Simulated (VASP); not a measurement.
Wanted: the native input for a VASP 6.6.1 run.

```
Task                               : single point
Functional                         : PBE-based screened hybrid
Potentials or basis                : VASP PAW PBE potentials, release 64 (Cu, F)
Cutoff                             : 520 eV
k mesh                             : 6 × 6 × 4
Occupations                        : fermi-dirac, width 0.05 eV
Spin                               : no spin polarisation
Dipole correction                  : no
Grid for exact exchange (PRECFOCK) : Normal
Share of exact exchange            : 0.5
Further INCAR settings             : ALGO = Normal; EDIFF = 1e-06; NBANDS = 16
Screening parameter                : 0.2 1/Å
```

CuF:

```
Cu F
1.0
     2.47101    0.00000    0.00000
     0.00000    2.47101    0.00000
     0.00000    0.00000    3.41650
Cu F
1 1
Direct
  0.00000 0.00000 0.00000
  0.50000 0.50000 0.50000
```

The input as run:

POSCAR

```
CuF
1.0
    2.4710065500      0.0000000000      0.0000000000
    0.0000000000      2.4710065500      0.0000000000
    0.0000000000      0.0000000000      3.4165013900
Cu F
1 1
Direct
    0.0000000000      0.0000000000      0.0000000000
    0.5000000000      0.5000000000      0.5000000000
```

INCAR.step1

```
ALGO = Normal
EDIFF = 1E-5
ENCUT = 520
GGA = PE
ISIF = 2
ISMEAR = -1
LASPH = T
LREAL = F
LWAVE = T
NBANDS = 16
NELM = 80
PREC = Accurate
SIGMA = 0.05
```

INCAR.step2

```
AEXX = 0.5
ALGO = Normal
EDIFF = 1E-6
ENCUT = 520
GGA = PE
HFSCREEN = 0.2
ISIF = 2
ISMEAR = -1
ISTART = 1
LASPH = T
LCHARG = T
LELF = T
LHFCALC = T
LREAL = F
LVHAR = T
LWAVE = F
NBANDS = 16
NELM = 80
PREC = Accurate
PRECFOCK = Normal
SIGMA = 0.05
```

KPOINTS

```
k-points
0
Gamma
  6 6 4
```

Potentials or basis: VASP PAW PBE potentials, release 64 (Cu, F).

Run with:

```console
$ cat potpaw_PBE.64/Cu/POTCAR potpaw_PBE.64/F/POTCAR > POTCAR
$ cp INCAR.step1 INCAR
$ mpirun -np 1 vasp_std > vasp.out
$ cp INCAR.step2 INCAR
$ mpirun -np 1 vasp_std > vasp.out
```

Results of the run:

The pressure is -1.1 GPa and the band gap on the k mesh is 2.53 eV, indirect (least direct gap 3.52 eV).

Caveat: the k points lie up to 0.46 Å⁻¹ apart; the PAW data sets were made with another functional, which shifts forces and pressure a little.

Run time: 15 min on 1 thread of Intel(R) Xeon(R) Platinum 8488C (Sapphire Rapids), on a shared host, peak memory 0.23 GiB.
